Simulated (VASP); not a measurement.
# Si3O2 (P-4m2) in VASP: notebook

Runs on Si3O2. Level: PBE. Tasks: relaxation of cell and atoms, single point.

All numbers are computed with VASP 6.6.1; they aren't measurements. Logs are shortened: lines on timing, memory, paths and dates and some standing lists are left out, and cuts for length are marked.

## 1. The cell of the first run

Symmetry: P-4m2, No. 115, tetragonal system. Conventional cell: a = 3.497 Å, b = 3.497 Å, c = 5.707 Å, α = 90.00°, β = 90.00°, γ = 90.00°. Si (site symmetry 2mm) has 2 O at 1.75 Å within 2.3 Å. Si (site symmetry -4m2) has 4 O at 2.46 Å and 8 Si at 2.95 Å within 3.3 Å. O (site symmetry 2mm) has 2 Si at 1.75 Å within 2.3 Å.

## 2. Relaxation of cell and atoms, PBE

The input, INCAR:

```
SYSTEM = Si3O2
PREC = Accurate
ENCUT = 600
EDIFF = 1E-6
ISMEAR = 0
SIGMA = 0.1
LREAL = .False.
LASPH = .True.
NELM = 100
ALGO = Normal
ISIF = 3
LWAVE = .False.
LCHARG = .False.
GGA = PE
IBRION = 2
NSW = 90
EDIFFG = -0.04
```

The input, KPOINTS:

```
regular mesh
0
Gamma
  6 6 4
  0 0 0
```

The input, POSCAR:

```
Si3O2
1.0
    3.4974075326      0.0000000000      0.0000000000
    0.0000000000      3.4974075326      0.0000000000
    0.0000000000      0.0000000000      5.7072930794
Si O
3 2
Direct
    0.0000000000      0.0000000000      0.7807559718
    0.0000000000      0.0000000000      0.2192440282
    0.5000000000      0.5000000000      0.5000000000
    0.0000000000      0.5000000000      0.1957046281
    0.5000000000      0.0000000000      0.8042953719
```

Potentials or basis: VASP PAW PBE potentials, release 64 (Si, O).

The run is started by

```sh
> cat potpaw_PBE.64/Si/POTCAR potpaw_PBE.64/O/POTCAR > POTCAR
> mpirun -np 1 vasp_std > vasp.out
```

OUTCAR:

```text
SYSTEM = Si3O2
   PREC = Accurate
   ENCUT = 600
   EDIFF = 1E-6
   ISMEAR = 0
   LREAL = .False.
   LASPH = .True.
   NELM = 100
   ISIF = 3
   GGA = PE
   IBRION = 2
   NSW = 90
   EDIFFG = -0.04

 ion  position               nearest neighbor table
   1  0.000  0.000  0.781-   5 1.75   5 1.75   2 2.50   3 2.95   3 2.95   3 2.95   3 2.95
   2  0.000  0.000  0.219-   4 1.75   4 1.75   1 2.50   3 2.95   3 2.95   3 2.95   3 2.95
   3  0.500  0.500  0.500-   4 2.46   5 2.46   5 2.46   4 2.46   1 2.95   2 2.95   1 2.95   1 2.95
                             2 2.95   2 2.95   1 2.95   2 2.95
   4  0.000  0.500  0.196-   2 1.75   2 1.75   3 2.46   3 2.46
   5  0.500  0.000  0.804-   1 1.75   1 1.75   3 2.46   3 2.46

  LATTYP: Found a simple tetragonal cell.
 ALAT       =     3.4974075326
 C/A-ratio  =     1.6318638952

  Lattice vectors:

 A1 = (   3.4974075326,   0.0000000000,   0.0000000000)
 A2 = (   0.0000000000,   3.4974075326,   0.0000000000)
 A3 = (   0.0000000000,   0.0000000000,   5.7072930794)

Analysis of symmetry for initial positions (statically):
=====================================================================
 Subroutine PRICEL returns:
 Original cell was already a primitive cell.

 Routine SETGRP: Setting up the symmetry group for a
 simple tetragonal supercell.

 Subroutine GETGRP returns: Found  8 space group operations
 (whereof  8 operations were pure point group operations)
 out of a pool of 16 trial point group operations.

The static configuration has the point symmetry D_2d.

Analysis of symmetry for dynamics (positions and initial velocities):
=====================================================================
 Subroutine PRICEL returns:
 Original cell was already a primitive cell.

 Routine SETGRP: Setting up the symmetry group for a
 simple tetragonal supercell.

 Subroutine GETGRP returns: Found  8 space group operations
 (whereof  8 operations were pure point group operations)
 out of a pool of 16 trial point group operations.

The dynamic configuration has the point symmetry D_2d.

 Subroutine INISYM returns: Found  8 space group operations
 (whereof  8 operations are pure point group operations),
 and found     1 'primitive' translations

----------------------------------------------------------------------------------------

                                     Primitive cell

  volume of cell :      69.8108

  direct lattice vectors                    reciprocal lattice vectors
     3.497407533  0.000000000  0.000000000     0.285926073  0.000000000  0.000000000
     0.000000000  3.497407533  0.000000000     0.000000000  0.285926073  0.000000000
     0.000000000  0.000000000  5.707293079     0.000000000  0.000000000  0.175214412

  length of vectors
     3.497407533  3.497407533  5.707293079     0.285926073  0.285926073  0.175214412

  position of ions in fractional coordinates (direct lattice)
     0.000000000  0.000000000  0.780755972
     0.000000000  0.000000000  0.219244028
     0.500000000  0.500000000  0.500000000
     0.000000000  0.500000000  0.195704628
     0.500000000  0.000000000  0.804295372

  ion indices of the primitive-cell ions
   primitive index   ion index
                 1           1
                 2           2
                 3           3
                 4           4
                 5           5

----------------------------------------------------------------------------------------

 KPOINTS: regular mesh

Automatic generation of k-mesh.
 Grid dimensions read from file:
 generate k-points for:    6    6    4

 Generating k-lattice:

  Cartesian coordinates                     Fractional coordinates (reciprocal lattice)
     0.047654345  0.000000000  0.000000000     0.166666667  0.000000000  0.000000000
     0.000000000  0.047654345  0.000000000     0.000000000  0.166666667  0.000000000
     0.000000000  0.000000000  0.043803603     0.000000000  0.000000000  0.250000000

  Length of vectors
     0.047654345  0.047654345  0.043803603

  Shift w.r.t. Gamma in fractional coordinates (k-lattice)
     0.000000000  0.000000000  0.000000000

 Subroutine IBZKPT returns following result:
 ===========================================

 Found     30 irreducible k-points:

 Following reciprocal coordinates:
            Coordinates               Weight
  0.000000  0.000000  0.000000      1.000000
  0.166667  0.000000  0.000000      4.000000
  0.333333  0.000000  0.000000      4.000000
  0.500000  0.000000  0.000000      2.000000
  0.166667  0.166667  0.000000      4.000000
  0.333333  0.166667  0.000000      8.000000
[... 16 lines left out ...]
  0.333333  0.000000  0.500000      4.000000
  0.500000  0.000000  0.500000      2.000000
 [... further k-points ...]
   k-points           NKPTS =     30   k-points in BZ     NKDIM =     30   number of bands    NBANDS=     16
   number of dos      NEDOS =    301   number of ions     NIONS =      5
   total plane-waves  NPLWV =  37632
   dimension x,y,z NGX =    28 NGY =   28 NGZ =   48
   dimension x,y,z NGXF=    56 NGYF=   56 NGZF=   96
   ions per type =               3   2
   NGX,Y,Z   is equivalent  to a cutoff of  13.31, 13.31, 13.98 a.u.
   NGXF,Y,Z  is equivalent  to a cutoff of  26.62, 26.62, 27.96 a.u.
 SYSTEM =  Si3O2
   PREC   = accura    normal or accurate (medium, high low for compatibility)
   ISTART =      0    job   : 0-new  1-cont  2-samecut
   ICHARG =      2    charge: 1-file 2-atom 10-const
   ISPIN  =      1    spin polarized calculation?
   LNONCOLLINEAR =      F non collinear calculations
   LSORBIT =      F    spin-orbit coupling
   LASPH  =      T    aspherical Exc in radial PAW
   ENCUT  =  600.0 eV  44.10 Ry    6.64 a.u.   6.99  6.99 11.40*2*pi/ulx,y,z
   NELM   =    100;   NELMIN=  2; NELMDL= -5     # of ELM steps
   EDIFF  = 0.1E-05   stopping-criterion for ELM
   LREAL  =      F    real-space projection
   EDIFFG = -.4E-01   stopping-criterion for IOM
   NSW    =     90    number of steps for IOM
   IBRION =      2    ionic relax: 0-MD 1-quasi-New 2-CG
   NFREE  =      1    steps in history (QN), initial steepest desc. (CG)
   ISIF   =      3    stress and relaxation
   ISYM   =      2    0-nonsym 1-usesym 2-fastsym
   POTIM  = 0.5000    time-step for ionic-motion
   TEBEG  =    0.0;   TEEND  =   0.0 temperature during run
   PSTRESS=    0.0 pullay stress
   NELECT =      24.0000    total number of electrons
   NUPDOWN=      -1.0000    fix difference up-down
   EMIN   =  10.00;   EMAX   =-10.00  energy-range for DOS
   EFERMI =   0.00;   METHOD = LEGACY
   ISMEAR =     0;   SIGMA  =   0.10  broadening in eV -4-tet -1-fermi 0-gaus
   EFERMI_NEDOS =   21; number of points for ismear=-14 and -15
   IALGO  =     38    algorithm
   IMIX   =      4    mixing-type and parameters
     AMIX     =   0.40;   BMIX     =  1.00
     AMIX_MAG =   1.60;   BMIX_MAG =  1.00
  volume/ion in A,a.u.               =      13.96        94.22
  Fermi-wavevector in a.u.,A,eV,Ry     =   1.146844  2.167221 17.895079  1.315251
  Thomas-Fermi vector in A             =   2.283527
   LORBIT       =      0    0 simple, 1 ext, 2 COOP (PROOUT), +10 PAW based schemes
   GGA     = PE    functional components
   LHFCALC =     F    Hartree Fock is set to
   AEXX    =    0.0000 exact exchange contribution
   IVDW    =     0    specifies the selected vdW correction
   LEPSILON=     F    determine dielectric tensor
   LRPA    =     F    only Hartree local field effects (RPA)
 conjugate gradient relaxation of ions
 non-spin polarized calculation
 Gauss-broadening in eV      SIGMA  =   0.10
  energy-cutoff  :      600.00
  volume of cell :       69.81
 maximum number of plane-waves:      2360
 NGX is ok and might be reduce to    28
   NGX = 13   NGY = 13   NGZ = 23

 number of electron      24.0000000 magnetization

 Free energy of the ion-electron system (eV)
  ---------------------------------------------------
  ext. energy  EPLUGINS =         0.00000000
  ---------------------------------------------------
  free energy    TOTEN  =       -27.76197536 eV

  energy without entropy =      -27.75764400  energy(sigma->0) =      -27.75980968

 E-fermi :   6.6941     XC(G=0): -10.2688

 val. band max:        6.6266868076   @ k =   0.3333   0.0000   0.0000
 cond. band min:       6.7542667244   @ k =   0.1667   0.0000   0.0000
 fundamental gap:      0.1275799168
 Fermi energy:         6.6940669903

 k-point     1 :       0.0000    0.0000    0.0000
  band No.  band energies     occupation
      1     -14.3104      2.00000
      2     -13.8312      2.00000
      3      -3.0553      2.00000
      4      -1.6622      2.00000
      5      -1.6622      2.00000
      6       0.0157      2.00000
[... 8 lines left out ...]
     15       9.6469      0.00000
     16      11.7586      0.00000

 k-point     2 :       0.1667    0.0000    0.0000
  band No.  band energies     occupation
      1     -14.2243      2.00000
      2     -13.7989      2.00000
      3      -3.0039      2.00000
      4      -2.4972      2.00000
      5      -1.6222      2.00000
      6       0.1011      2.00000
[... 8 lines left out ...]
     15       9.8526      0.00000
     16      10.6578      0.00000

 k-point     3 :       0.3333    0.0000    0.0000
  band No.  band energies     occupation
      1     -14.0364      2.00000
      2     -13.7383      2.00000
      3      -3.9560      2.00000
      4      -2.2335      2.00000
      5      -1.5402      2.00000
      6      -0.3283      2.00000
[... 8 lines left out ...]
     15       9.7296      0.00000
     16       9.9282      0.00000

 k-point     4 :       0.5000    0.0000    0.0000
  band No.  band energies     occupation
      1     -13.9297      2.00000
      2     -13.7143      2.00000
      3      -4.4206      2.00000
      4      -1.9414      2.00000
      5      -1.4984      2.00000
      6      -0.2184      2.00000
[... 8 lines left out ...]
     15       9.3981      0.00000
     16       9.5194      0.00000

 k-point     5 :       0.1667    0.1667    0.0000
  band No.  band energies     occupation
      1     -14.1397      2.00000
      2     -13.7672      2.00000
      3      -3.1000      2.00000
      4      -2.3872      2.00000
      5      -2.2332      2.00000
      6       0.3302      2.00000
[... 8 lines left out ...]
     15       9.6177      0.00000
     16      10.7930      0.00000

 k-point     6 :       0.3333    0.1667    0.0000
  band No.  band energies     occupation
      1     -13.9554      2.00000
      2     -13.7077      2.00000
      3      -3.9499      2.00000
      4      -2.2728      2.00000
      5      -1.9667      2.00000
      6      -0.1071      2.00000
[... 8 lines left out ...]
     15       9.4278      0.00000
     16      10.3560      0.00000
[... 267 lines left out ...]
 k-point    21 :       0.0000    0.0000    0.5000
  band No.  band energies     occupation
      1     -14.1988      2.00000
      2     -13.9541      2.00000
      3      -3.0583      2.00000
      4      -1.6424      2.00000
      5      -1.6424      2.00000
      6      -0.3849      2.00000
[... 8 lines left out ...]
     15       8.7301      0.00000
     16      10.7023      0.00000

 k-point    22 :       0.1667    0.0000    0.5000
  band No.  band energies     occupation
      1     -14.1267      2.00000
      2     -13.9037      2.00000
      3      -3.2675      2.00000
      4      -2.2199      2.00000
      5      -1.6062      2.00000
      6       0.0540      2.00000
[... 8 lines left out ...]
     15       9.8408      0.00000
     16      10.6459      0.00000

 k-point    23 :       0.3333    0.0000    0.5000
  band No.  band energies     occupation
      1     -13.9889      2.00000
      2     -13.7845      2.00000
      3      -4.1169      2.00000
      4      -2.3161      2.00000
      5      -1.5321      2.00000
      6       0.3250      2.00000
[... 8 lines left out ...]
     15       9.1761      0.00000
     16       9.9819      0.00000

 k-point    24 :       0.5000    0.0000    0.5000
  band No.  band energies     occupation
      1     -13.9260      2.00000
      2     -13.7120      2.00000
      3      -4.5432      2.00000
      4      -2.2801      2.00000
      5      -1.4942      2.00000
      6       0.3993      2.00000
[... 8 lines left out ...]
     15       9.3890      0.00000
     16       9.5958      0.00000

 [... further k-points ...]

------------------------ aborting loop because EDIFF is reached ----------------------------------------

  FORCE on cell =-STRESS in cart. coord.  units (eV):
  Direction    XX          YY          ZZ          XY          YZ          ZX
  --------------------------------------------------------------------------------------
  -------------------------------------------------------------------------------------
  Total        0.1801645      0.1801645      0.0620081      0.0000000      0.0000000      0.0000000
  in kB        4.1348257      4.1348257      1.4231033      0.0000000      0.0000000      0.0000000
  external PRESSURE =       3.2309182 kB  Pullay stress =       0.0000000 kB

 VOLUME and BASIS-vectors are now :
 -----------------------------------------------------------------------------
  energy-cutoff  :      600.00
  volume of cell :       69.81
      direct lattice vectors                 reciprocal lattice vectors
     3.497407533  0.000000000  0.000000000     0.285926073  0.000000000  0.000000000
     0.000000000  3.497407533  0.000000000     0.000000000  0.285926073  0.000000000
     0.000000000  0.000000000  5.707293079     0.000000000  0.000000000  0.175214412

 POSITION                                       TOTAL-FORCE (eV/Angst)
 -----------------------------------------------------------------------------------
      0.00000      0.00000      4.45600        -0.000000      0.000000      0.006169
      0.00000      0.00000      1.25129         0.000000      0.000000     -0.006169
      1.74870      1.74870      2.85365        -0.000000     -0.000000      0.000000
      0.00000      1.74870      1.11694        -0.000000      0.000000      0.033537
      1.74870      0.00000      4.59035        -0.000000      0.000000     -0.033537
 -----------------------------------------------------------------------------------
    total drift:                                0.000000     -0.000000     -0.000000

  FREE ENERGIE OF THE ION-ELECTRON SYSTEM (eV)
  ---------------------------------------------------
  free  energy   TOTEN  =       -27.7619753633 eV

  energy  without entropy=      -27.7576440048  energy(sigma->0) =      -27.75980968

 reached required accuracy - stopping structural energy minimisation
```

It took 15 s on 1 thread of Intel Xeon 6975P-C (Granite Rapids), shared host; peak memory 0.19 GiB.

What came out:

```
Free energy                  : -27.7620 eV
Pressure after relaxing      : 0.3 GPa
Largest force after relaxing : 0.034 eV/Å
Band gap on the k mesh       : zero (band 12 reaches 7.90 eV, above the bottom of band 13 at 5.91 eV)
```

Forces in eV/Å, atoms in the order of the input:
```
Si   0.000  0.000  0.006
Si   0.000  0.000 -0.006
Si   0.000  0.000  0.000
O    0.000  0.000  0.034
O    0.000  0.000 -0.034
```

Final structure:
```
CELL_PARAMETERS angstrom
3.49741 0.00000 0.00000
0.00000 3.49741 0.00000
0.00000 0.00000 5.70729
ATOMIC_POSITIONS crystal
Si 0.00000 0.00000 0.78076
Si 0.00000 0.00000 0.21924
Si 0.50000 0.50000 0.50000
O 0.00000 0.50000 0.19570
O 0.50000 0.00000 0.80430
```

Caveat: the relaxation stopped at its first step, so nothing moved.

[end of part 1 of 2]
